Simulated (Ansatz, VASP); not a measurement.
# BeSe: VASP beside Ansatz

```xyz
2
Lattice="0.0000 2.5840 2.5840 2.5840 0.0000 2.5840 2.5840 2.5840 0.0000" Properties=species:S:1:pos:R:3 pbc="T T T"
Be    0.0000    0.0000    0.0000
Se    1.2920    1.2920    1.2920
```

Alike in both runs: task relaxation of cell and atoms; functional PBE; dispersion D3(BJ); k mesh 8 × 8 × 8; occupations gaussian, width 0.02 eV; no spin polarisation.

|  | VASP | Ansatz |
| --- | --- | --- |
| version | VASP 6.6.1 | Ansatz 0.2.0 |
| potentials or method | VASP PAW PBE potentials, release 64 (Be, Se), cutoff 600 eV | scalar-relativistic, plane waves, PAW |
| valence electrons in the cell | 8 | 18 |

VASP gave:

| Property | Result |
| --- | --- |
| gap on the k mesh at the Fermi level, each at its own relaxed structure (eV) | 2.58 |
| relaxed volume (Å³/atom) | 16.71 |
| relaxed length of the cell vector where the two differ most in proportion (Å) | 3.616 |

Task: What did Ansatz give for the same quantities?

Result: gap on the k mesh at the Fermi level, each at its own relaxed structure (eV): 2.59; relaxed volume (Å³/atom): 16.66; relaxed length of the cell vector where the two differ most in proportion (Å): 3.612.

VASP's potentials hold 8 valence electrons a cell and Ansatz's 18, so a difference there can come from the potentials and not from the codes.
